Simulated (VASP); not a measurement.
FeCO3, 10 atoms in the cell. The structure is trigonal, space group R-3c (No. 167). Conventional cell: a = 4.393 Å, b = 4.393 Å, c = 12.700 Å, α = 90.00°, β = 90.00°, γ = 120.00°. Within 2.5 Å of Fe (site symmetry -3) lie 6 O at 1.89 Å. Within 1.7 Å of C (site symmetry 32) lie 3 O at 1.27 Å. Within 1.7 Å of O (site symmetry 2) lie 1 C at 1.27 Å. 

```yaml
Program: VASP 6.6.1
Task: single point
Functional: r2SCAN
Potentials_or_basis: VASP PAW PBE potentials, release 64 (Fe, C, O)
Cutoff: 520 eV
k_mesh: 7 × 7 × 7
Occupations: fermi-dirac, width 0.1 eV
Spin: no spin polarisation
Dipole_correction: no
Further_INCAR_settings: ALGO = Normal; EDIFF = 1e-07; NBANDS = 41
```

Potentials or basis: VASP PAW PBE potentials, release 64 (Fe, C, O).

The run is started by

```console
$ cat potpaw_PBE.64/Fe/POTCAR potpaw_PBE.64/C/POTCAR potpaw_PBE.64/O/POTCAR > POTCAR
$ cp INCAR.step1 INCAR
$ mpirun -np 1 vasp_std > vasp.out
$ cp INCAR.step2 INCAR
$ mpirun -np 1 vasp_std > vasp.out
```

Hardware: 1 thread of Intel(R) Xeon(R) Platinum 8488C (Sapphire Rapids), with other jobs on the host.

Question: How long does it take, and how much memory?

Answer: Wall time 11 min on 1 thread of Intel(R) Xeon(R) Platinum 8488C (Sapphire Rapids), with other jobs on the host, peak memory 0.32 GiB. Counts: k points 44.
